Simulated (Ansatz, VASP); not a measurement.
# One calculation of Te2Mo, two programs

Contents of INCAR:

```
SYSTEM = Te2Mo
PREC = Accurate
ENCUT = 520
EDIFF = 1E-7
ISMEAR = 0
SIGMA = 0.05
LREAL = .False.
LASPH = .True.
NELM = 60
ALGO = Normal
ISIF = 2
LWAVE = .False.
LCHARG = .False.
GGA = PE
NBANDS = 35
```

Contents of KPOINTS:

```
regular mesh
0
Gamma
  12 12 2
  0 0 0
```

POSCAR

```
Te2Mo
1.0
    3.4681397723      0.0000000000      0.0000000000
   -1.7340698861      3.0034971467      0.0000000000
    0.0000000000      0.0000000000     15.5848366244
Te Mo
4 2
Direct
    0.3333333333      0.6666666667      0.6310943552
    0.6666666667      0.3333333333      0.1310943552
    0.3333333333      0.6666666667      0.8689056448
    0.6666666667      0.3333333333      0.3689056448
    0.3333333333      0.6666666667      0.2500000000
    0.6666666667      0.3333333333      0.7500000000
```

Input for Ansatz:

```yaml
crystal:
  lattice:
    - [3.4681397723, 0.0, 0.0]
    - [-1.7340698861, 3.0034971467, 0.0]
    - [0.0, 0.0, 15.5848366244]
  atoms:
    - { symbol: Te, position: [0.3333333333, 0.6666666667, 0.6310943552] }
    - { symbol: Te, position: [0.6666666667, 0.3333333333, 0.1310943552] }
    - { symbol: Te, position: [0.3333333333, 0.6666666667, 0.8689056448] }
    - { symbol: Te, position: [0.6666666667, 0.3333333333, 0.3689056448] }
    - { symbol: Mo, position: [0.3333333333, 0.6666666667, 0.25] }
    - { symbol: Mo, position: [0.6666666667, 0.3333333333, 0.75] }
basis:
  ecutwfc: 420
kpoints:
  mp_grid: { grid: [12, 12, 2] }
hamiltonian:
  xc: pbe
scf:
  occupations: { method: gaussian, width: 0.05 }
output:
  forces: true
  stress: true
  eigenvalues: true
```

Change from the starting cell: strain -0.025 along x and y, +0.025 along z, atoms carried along.

Alike in both runs: task single point; functional PBE; k mesh 12 × 12 × 2; occupations gaussian, width 0.05 eV; no spin polarisation.

```csv
,VASP,Ansatz
version,VASP 6.6.1,Ansatz 0.2.0
potentials or method,"VASP PAW PBE potentials, release 64 (Te, Mo_sv), cutoff 520 eV","scalar-relativistic, plane waves, PAW"
valence electrons in the cell,52,92
```

|  | VASP | Ansatz | Ansatz less VASP |
| --- | --- | --- | --- |
| gap on the k mesh at the Fermi level (eV) | 0.89 | 0.88 | -0.003 |
| least direct gap on the mesh (eV) | 1.25 | 1.25 | 0.000 |
| pressure (GPa) | 1.8 | 1.8 | -0.01 |
| traceless stress, the component that is largest in VASP (GPa) | -2.77 | -2.82 | -0.053 |
| rms of the force components (eV/Å) | 0.063 | 0.068 | +0.0051 |

Atom by atom the forces differ by 0.005 eV/Å (rms over components). VASP's potentials hold 52 valence electrons a cell and Ansatz's 92, so a difference there can come from the potentials and not from the codes.

Spin-orbit coupling is off throughout.
